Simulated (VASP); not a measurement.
A run of VASP 6.6.1:

Contents of INCAR:

```
PREC = Accurate
ENCUT = 520
EDIFF = 1E-6
ISMEAR = 0
SIGMA = 0.05
LREAL = False
LASPH = True
NELM = 60
ALGO = Normal
ISIF = 2
LWAVE = False
LCHARG = False
GGA = PE
NBANDS = 26
```

KPOINTS

```
regular mesh
0
Gamma
  8 8 8
```

The input POSCAR:

```
LaOs3
1.0
    4.1745384200      0.0000000000      0.0000000000
    0.0000000000      4.1745384200      0.0000000000
    0.0000000000      0.0000000000      4.1745384200
La Os
1 3
Direct
    0.0000000000      0.0000000000      0.0000000000
    0.0000000000      0.5000000000      0.5000000000
    0.5000000000      0.5000000000      0.0000000000
    0.5000000000      0.0000000000      0.5000000000
```

Potentials or basis: VASP PAW PBE potentials, release 64 (La, Os).

Run with:

```bash
$ cat potpaw_PBE.64/La/POTCAR potpaw_PBE.64/Os/POTCAR > POTCAR
$ mpirun -np 1 vasp_std > vasp.out
```

Hardware: 1 thread of Intel(R) Xeon(R) Platinum 8259CL CPU @ 2.50GHz (Skylake/Cascade Lake) (shared host).

**Question.** How long does it take, and how much memory?

**Answer.** Wall time 60 s on 1 thread of Intel(R) Xeon(R) Platinum 8259CL CPU @ 2.50GHz (Skylake/Cascade Lake) (shared host), peak memory 0.22 GiB. Counts: scf iterations 16, k points 35.
